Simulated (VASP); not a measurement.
# Sn8O14F (a cell with a defect) in VASP: a series of runs, part 2 of 2

VASP 6.6.1. Earlier steps stand in the parts before.

### Step 3. Single point, PBE

INCAR reads:

```
PREC     = Accurate       # precision mode
ENCUT    = 520            # plane-wave cutoff, eV
EDIFF    = 1E-6           # SCF threshold, eV
ISMEAR   = 0              # smearing method
SIGMA    = 0.02           # smearing width, eV
LREAL    = Auto         
LASPH    = T              # aspherical terms in the spheres
NELM     = 100            # most SCF steps
ALGO     = Normal         # electronic algorithm
ISIF     = 2              # what is computed and relaxed
LWAVE    = F              # write WAVECAR
LCHARG   = F              # write CHGCAR
GGA      = PE             # functional
NELECT   = 202.0        
NBANDS   = 118            # bands
```

KPOINTS reads:

```
regular mesh
0
Gamma
  2 2 2
```

POSCAR reads:

```
Sn8O14F
1.0
   -4.7380000000     -4.7380000000      0.0000000000
    4.7380000000     -4.7380000000      0.0000000000
    0.0000000000      0.0000000000      6.3730000000
Sn O F
8 14 1
Direct
    0.4982141183      0.5000000000      0.0000000000
    0.0006237190      0.5000000000      0.2488024824
    0.5016970842      0.5000000000      0.5000000000
    0.0006237190      0.5000000000      0.7511975176
   -0.0687812175      0.0000000000      0.0000000000
    0.5155141911      0.0000000000      0.2520158346
    0.0153396824      0.0000000000      0.5000000000
    0.5155141911      0.0000000000      0.7479841654
    0.1955827574      0.5000000000      0.0000000000
   -0.0007940562      0.1919819619      0.2444621240
    0.8036846008      0.5000000000      0.0000000000
   -0.0007940562      0.8080180381      0.2444621240
    0.1966344730      0.5000000000      0.5000000000
   -0.0007940562      0.1919819619      0.7555378760
    0.8055994615      0.5000000000      0.5000000000
   -0.0007940562      0.8080180381      0.7555378760
    0.5013457551      0.6977426720      0.2465017631
    0.5013457551      0.3022573280      0.2465017631
    0.7079673004      0.0000000000      0.5000000000
    0.5013457551      0.6977426720      0.7534982369
    0.3190438464      0.0000000000      0.5000000000
    0.5013457551      0.3022573280      0.7534982369
    0.2976352776      0.0000000000      0.0000000000
```

Potentials or basis: VASP PAW PBE potentials, release 64 (Sn_d, O, F).

On the command line:

```sh
$ cat potpaw_PBE.64/Sn_d/POTCAR potpaw_PBE.64/O/POTCAR potpaw_PBE.64/F/POTCAR > POTCAR
$ mpirun -np 1 vasp_std > vasp.out
```

OUTCAR:

```text
PREC = Accurate
   ENCUT = 520
   EDIFF = 1E-6
   ISMEAR = 0
   LREAL = Auto
   LASPH = T
   NELM = 100
   ISIF = 2
   GGA = PE
   NELECT = 202.0

 ion  position               nearest neighbor table
   1  0.498  0.500  0.000-   9 2.03  11 2.05  17 2.06  18 2.06  20 2.06  22 2.06   3 3.19   3 3.19
                             4 3.69   2 3.69   8 3.72   6 3.72   6 3.72   8 3.72   2 3.72   4 3.72
   2  0.001  0.500  0.249-   9 2.05  11 2.06  10 2.06  12 2.06  15 2.07  13 2.07   4 3.17   4 3.20
                             1 3.69   3 3.71   7 3.71   7 3.71   3 3.72   1 3.72   5 3.74   5 3.74
   3  0.502  0.500  0.500-  15 2.04  13 2.04  17 2.09  18 2.09  20 2.09  22 2.09   1 3.19   1 3.19
                             8 3.71   6 3.71   6 3.71   8 3.71   4 3.71   2 3.71   2 3.72   4 3.72
   4  0.001  0.500  0.751-   9 2.05  11 2.06  14 2.06  16 2.06  15 2.07  13 2.07   2 3.17   2 3.20
                             1 3.69   3 3.71   7 3.71   7 3.71   3 3.72   1 3.72   5 3.74   5 3.74
   5  0.931  0.000  0.000-  10 2.07  12 2.07  14 2.07  16 2.07  23 2.46   8 3.22   6 3.22   7 3.24
                             7 3.24   4 3.74   2 3.74   2 3.74   4 3.74
   6  0.516  0.000  0.252-  17 2.03  18 2.03  19 2.04  21 2.06  23 2.17   8 3.16   8 3.21   5 3.22
                             7 3.70   7 3.71   3 3.71   3 3.71   1 3.72   1 3.72
   7  0.015  0.000  0.500-  21 2.03  19 2.06  14 2.08  16 2.08  10 2.08  12 2.08   5 3.24   5 3.24
                             8 3.70   6 3.70   6 3.71   8 3.71   2 3.71   4 3.71   2 3.71   4 3.71
   8  0.516  0.000  0.748-  20 2.03  22 2.03  19 2.04  21 2.06  23 2.17   6 3.16   6 3.21   5 3.22
                             7 3.70   7 3.71   3 3.71   3 3.71   1 3.72   1 3.72
   9  0.196  0.500  0.000-   1 2.03   2 2.05   4 2.05
  10  0.999  0.192  0.244-   2 2.06   5 2.07   7 2.08
  11  0.804  0.500  0.000-   1 2.05   2 2.06   4 2.06
  12  0.999  0.808  0.244-   2 2.06   5 2.07   7 2.08
  13  0.197  0.500  0.500-   3 2.04   2 2.07   4 2.07
  14  0.999  0.192  0.756-   4 2.06   5 2.07   7 2.08
  15  0.806  0.500  0.500-   3 2.04   2 2.07   4 2.07
  16  0.999  0.808  0.756-   4 2.06   5 2.07   7 2.08
  17  0.501  0.698  0.247-   6 2.03   1 2.06   3 2.09
  18  0.501  0.302  0.247-   6 2.03   1 2.06   3 2.09
  19  0.708  0.000  0.500-   6 2.04   8 2.04   7 2.06
  20  0.501  0.698  0.753-   8 2.03   1 2.06   3 2.09
  21  0.319  0.000  0.500-   7 2.03   6 2.06   8 2.06
  22  0.501  0.302  0.753-   8 2.03   1 2.06   3 2.09
  23  0.298  0.000  0.000-   6 2.17   8 2.17   5 2.46

[... 195 lines left out ...]
  volume of cell :      286.13
 maximum number of plane-waves:      7760
 NGX is ok and might be reduce to    50
   NGX = 25   NGY = 25   NGZ = 23

 number of electron     202.0000011 magnetization

 Free energy of the ion-electron system (eV)
  ---------------------------------------------------
  ext. energy  EPLUGINS =         0.00000000
  ---------------------------------------------------
  free energy    TOTEN  =      -145.15226904 eV

  energy without entropy =     -145.15226904  energy(sigma->0) =     -145.15226904

 E-fermi :   6.5402     XC(G=0): -11.0814

 val. band max:        6.4235688034   @ k =   0.5000   0.5000   0.5000
 cond. band min:       7.7147471627   @ k =   0.0000   0.0000   0.5000
 fundamental gap:      1.2911783593
 Fermi energy:         6.5401653556

 k-point     1 :       0.0000    0.0000    0.0000
  band No.  band energies     occupation
      1     -17.3968      2.00000
      2     -15.1492      2.00000
      3     -14.8599      2.00000
      4     -14.8130      2.00000
      5     -14.7880      2.00000
      6     -14.7799      2.00000
[... 917 lines left out ...]
    112      14.3237      0.00000
    113      14.5200      0.00000
 [bands above 113 left out]

------------------------ aborting loop because EDIFF is reached ----------------------------------------

  FORCE on cell =-STRESS in cart. coord.  units (eV):
  Direction    XX          YY          ZZ          XY          YZ          ZX
  --------------------------------------------------------------------------------------
  -------------------------------------------------------------------------------------
  Total        1.9731817      1.9731817      6.3972853     -0.2835216      0.0000000      0.0000000
  in kB       11.0487622     11.0487622     35.8213769     -1.5875694      0.0000000      0.0000000
  external PRESSURE =      19.3063004 kB  Pullay stress =       0.0000000 kB

 VOLUME and BASIS-vectors are now :
 -----------------------------------------------------------------------------
  energy-cutoff  :      520.00
  volume of cell :      286.13
      direct lattice vectors                 reciprocal lattice vectors
    -4.738000000 -4.738000000  0.000000000    -0.105529759 -0.105529759  0.000000000
     4.738000000 -4.738000000  0.000000000     0.105529759 -0.105529759  0.000000000
     0.000000000  0.000000000  6.373000000     0.000000000  0.000000000  0.156911972

 POSITION                                       TOTAL-FORCE (eV/Angst)
 -----------------------------------------------------------------------------------
      0.00846     -4.72954      0.00000        -0.000698     -0.000698     -0.000000
      2.36604     -2.37196      1.58562        -0.014317     -0.014317     -0.005071
     -0.00804     -4.74604      3.18650         0.002342      0.002342     -0.000000
      2.36604     -2.37196      4.78738        -0.014317     -0.014317      0.005071
     -4.41211     -4.41211      0.00000         0.030590      0.030590     -0.000000
     -2.44251     -2.44251      1.60610        -0.019776     -0.019776     -0.035194
[... 15 lines left out ...]
     -0.94328     -3.80747      4.80204         0.002985      0.000733     -0.008218
     -1.41020     -1.41020      0.00000         0.040566      0.040566     -0.000000
 -----------------------------------------------------------------------------------
    total drift:                                0.007284      0.007284      0.000002

  FREE ENERGIE OF THE ION-ELECTRON SYSTEM (eV)
  ---------------------------------------------------
  free  energy   TOTEN  =      -145.1522690434 eV

  energy  without entropy=     -145.1522690434  energy(sigma->0) =     -145.15226904
```

stdout:

```text
POSCAR found type information on POSCAR SnO F
 POSCAR found :  3 types and      23 ions
 scaLAPACK will be used
 LDA part: xc-table for (Slater+PW92), standard interpolation
 POSCAR, INCAR and KPOINTS ok, starting setup
 FFT: planning ... GRIDC
 FFT: planning ... GRID_SOFT
 FFT: planning ... GRID
 WAVECAR not read
 entering main loop
 the old and the new charge density differ
 old charge density:   203.00000 new  202.00000
    0.299E+01
```

Wall time 4 min (1 thread of AMD EPYC 9R45 (Zen 5), shared host); peak memory 0.41 GiB.

What came out:

```
Free energy   : -145.1523 eV
Largest force : 0.057 eV/Å
```

Forces on the atoms (eV/Å):
```
Sn  -0.001 -0.001  0.000
Sn  -0.014 -0.014 -0.005
Sn   0.002  0.002  0.000
Sn  -0.014 -0.014  0.005
Sn   0.031  0.031  0.000
Sn  -0.020 -0.020 -0.035
Sn   0.002  0.002  0.000
Sn  -0.020 -0.020  0.035
O   -0.016 -0.016  0.000
O    0.014 -0.015  0.008
O    0.015  0.015  0.000
O   -0.015  0.014  0.008
O   -0.014 -0.014  0.000
O    0.014 -0.015 -0.008
O    0.009  0.009  0.000
O   -0.015  0.014 -0.008
O    0.001  0.003  0.008
O    0.003  0.001  0.008
O   -0.038 -0.038  0.000
O    0.001  0.003 -0.008
O    0.034  0.034  0.000
O    0.003  0.001 -0.008
F    0.041  0.041  0.000
```

Levels at points of the mesh, in eV from the Fermi level:
```tsv
k point	band 97	band 98	band 99	band 100	band 101	band 102	band 103	band 104	band 105	band 106
(0.00, 0.00, 0.00)	-1.43	-1.39	-1.35	-1.31	-0.66	1.96	2.25	2.44	4.03	4.72
(0.50, 0.00, 0.00)	-1.53	-1.43	-1.13	-0.96	-0.65	1.41	2.43	3.24	4.43	4.98
(0.00, 0.50, 0.00)	-1.46	-1.40	-1.30	-1.15	-0.25	2.41	2.54	3.22	3.56	4.79
(0.50, 0.50, 0.00)	-1.32	-1.21	-1.18	-1.16	-0.52	2.11	3.20	3.47	3.89	4.74
(0.00, 0.00, 0.50)	-1.35	-1.26	-1.04	-1.04	-0.54	1.17	2.42	3.81	3.90	4.32
(0.50, 0.00, 0.50)	-1.15	-1.11	-1.00	-1.00	-0.63	1.44	2.23	3.93	4.51	4.99
(0.00, 0.50, 0.50)	-1.37	-1.25	-1.08	-1.07	-0.22	2.18	2.96	3.73	3.90	4.34
(0.50, 0.50, 0.50)	-1.44	-1.30	-1.30	-1.27	-0.12	2.23	2.61	4.71	4.73	4.74
```

Caveat: the k points lie up to 0.49 Å⁻¹ apart; the cell carries a net charge on a neutralising background, which shifts energy and pressure; the cell is charged against a uniform background, so pressure and absolute levels hang on convention; spin-orbit coupling is left out, which moves the levels of the heavy elements.

### Step 4. Single point, PBE

Edit INCAR of step 3 so:

```diff
@@ -2,3 +2,3 @@
 ENCUT    = 520            # plane-wave cutoff, eV
-EDIFF    = 1E-6           # SCF threshold, eV
+EDIFF    = 1E-7           # SCF threshold, eV
 ISMEAR   = 0              # smearing method
@@ -11,5 +11,7 @@
 LWAVE    = F              # write WAVECAR
-LCHARG   = F              # write CHGCAR
+LCHARG   = T              # write CHGCAR
 GGA      = PE             # functional
-NELECT   = 202.0        
+LELF     = T              # ELF
+LVHAR    = T            
 NBANDS   = 118            # bands
+NELECT   = 202.0
```

KPOINTS reads:

```
Automatic mesh
0
Gamma
  2 2 2
```

POSCAR reads:

```
Sn8O14F
1.0
   -4.7380000000     -4.7380000000      0.0000000000
    4.7380000000     -4.7380000000      0.0000000000
    0.0000000000      0.0000000000      6.3730000000
Sn O F
8 14 1
Direct
    0.4982142254      0.5000000000      0.0000000000
    0.0006236809      0.5000000000      0.2488024478
    0.5016971296      0.5000000000      0.5000000000
    0.0006236809      0.5000000000      0.7511975522
   -0.0687811313      0.0000000000      0.0000000000
    0.5155141410      0.0000000000      0.2520158481
    0.0153395948      0.0000000000      0.5000000000
    0.5155141410      0.0000000000      0.7479841519
    0.1955827353      0.5000000000      0.0000000000
   -0.0007941114      0.1919819544      0.2444621058
    0.8036846771      0.5000000000      0.0000000000
   -0.0007941114      0.8080180456      0.2444621058
    0.1966344449      0.5000000000      0.5000000000
   -0.0007941114      0.1919819544      0.7555378942
    0.8055994090      0.5000000000      0.5000000000
   -0.0007941114      0.8080180456      0.7555378942
    0.5013457155      0.6977427184      0.2465018045
    0.5013457155      0.3022572816      0.2465018045
    0.7079672858      0.0000000000      0.5000000000
    0.5013457155      0.6977427184      0.7534981955
    0.3190439004      0.0000000000      0.5000000000
    0.5013457155      0.3022572816      0.7534981955
    0.2976352892      0.0000000000      0.0000000000
```

On the command line:

```sh
$ cat potpaw_PBE.64/Sn_d/POTCAR potpaw_PBE.64/O/POTCAR potpaw_PBE.64/F/POTCAR > POTCAR
$ mpirun -np 1 vasp_std > vasp.out
```

It took 18 min on 1 thread of Intel Xeon 8259CL, shared host; peak memory 0.45 GiB.

Results (log left out):

* Free energy: -145.1523 eV
* Largest force: 0.057 eV/Å

Forces in eV/Å, atoms in the order of the input:
```
Sn  -0.001 -0.001  0.000
Sn  -0.014 -0.014 -0.005
Sn   0.002  0.002  0.000
Sn  -0.014 -0.014  0.005
Sn   0.031  0.031  0.000
Sn  -0.020 -0.020 -0.035
Sn   0.002  0.002  0.000
Sn  -0.020 -0.020  0.035
O   -0.016 -0.016  0.000
O    0.014 -0.015  0.008
O    0.015  0.015  0.000
O   -0.015  0.014  0.008
O   -0.014 -0.014  0.000
O    0.014 -0.015 -0.008
O    0.009  0.009  0.000
O   -0.015  0.014 -0.008
O    0.001  0.003  0.008
O    0.003  0.001  0.008
O   -0.038 -0.038  0.000
O    0.001  0.003 -0.008
O    0.034  0.034  0.000
O    0.003  0.001 -0.008
F    0.040  0.040  0.000
```

Levels at points of the mesh, in eV from the Fermi level:
```tsv
k point	band 99	band 100	band 101	band 102	band 103	band 104
(0.00, 0.00, 0.00)	-1.35	-1.31	-0.66	1.96	2.25	2.44
(0.50, 0.00, 0.00)	-1.13	-0.96	-0.65	1.41	2.44	3.24
(0.00, 0.50, 0.00)	-1.30	-1.15	-0.25	2.41	2.54	3.22
(0.50, 0.50, 0.00)	-1.18	-1.15	-0.52	2.11	3.20	3.47
(0.00, 0.00, 0.50)	-1.04	-1.04	-0.53	1.18	2.42	3.81
(0.50, 0.00, 0.50)	-1.00	-0.99	-0.63	1.44	2.23	3.94
(0.00, 0.50, 0.50)	-1.07	-1.07	-0.22	2.19	2.96	3.73
(0.50, 0.50, 0.50)	-1.29	-1.27	-0.11	2.23	2.61	4.71
```

Caveat: the k points lie up to 0.49 Å⁻¹ apart; the cell carries a net charge on a neutralising background, which shifts energy and pressure; the cell is charged against a uniform background, so pressure and absolute levels hang on convention; spin-orbit coupling is left out, which moves the levels of the heavy elements.
